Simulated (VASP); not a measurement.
# Sb: single point with LDA

Sb:

```
Sb
1.0
     0.00000    3.41152    3.41152
     3.41152    0.00000    3.41152
     3.41152    3.41152    0.00000
Sb
2
Direct
  0.12500 0.12500 0.12500
  0.87500 0.87500 0.87500
```

| Property | Result |
| --- | --- |
| Program | VASP 6.6.1 |
| Task | single point |
| Functional | LDA |
| Potentials or basis | VASP PAW LDA potentials, release 64 (Sb) |
| Cutoff | 520 eV |
| k mesh | 13 × 13 × 13 |
| Occupations | fermi-dirac, width 0.1 eV |
| Spin | no spin polarisation |

- Pressure: 0.0 GPa
- Band gap on the k mesh: zero (band 5 reaches 4.96 eV, above the bottom of band 6 at 3.86 eV)

Levels at points of the mesh, in eV from the Fermi level:
| k point | band 3 | band 4 | band 5 | band 6 | band 7 | band 8 |
| --- | --- | --- | --- | --- | --- | --- |
| (0.00, 0.00, 0.00) | -1.85 | -1.85 | -1.85 | 0.49 | 0.49 | 0.49 |

Wall time 76 s on 1 thread of Intel Xeon 8259CL, on a shared host, peak memory 0.21 GiB.

Caveat: spin-orbit coupling is left out, which moves the levels of the heavy elements.
